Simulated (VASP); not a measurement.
Runs of VASP 6.6.1 on VOs. It takes space group Pm-3m (No. 221, cubic). Conventional cell: a = 3.017 Å, b = 3.017 Å, c = 3.017 Å, α = 90.00°, β = 90.00°, γ = 90.00°. Within 3.4 Å of V (site symmetry m-3m) lie 8 Os at 2.61 Å and 6 V at 3.02 Å. Within 3.4 Å of Os (site symmetry m-3m) lie 8 V at 2.61 Å and 6 Os at 3.02 Å. 

| spin | fixed moment (μB) | pressure (GPa) | moment (μB) |
| --- | --- | --- | --- |
| collinear, ferromagnetic start | 0.7 | -12.5 | 0.70 |
| collinear, ferromagnetic start | 1.1 | -11.0 | 1.10 |
| collinear, ferromagnetic start | 1.8 | -6.9 | 1.80 |
| collinear, ferromagnetic start | 1.4 | (b) | 1.40 |
| collinear, zero start | 0.0 | (a) | 0.00 |

Alike in all rows: task single point; level LDA; potentials or basis VASP PAW LDA potentials, release 64 (V_sv, Os); cell as given; k mesh 11 × 11 × 11; cutoff (eV) 520; smearing fermi-dirac 0.1 eV.

Q: Estimate the missing entries.

A: (a) -13.5; (b) -9.5.

Caveats: the total moment is fixed, so each spin has its own Fermi level.
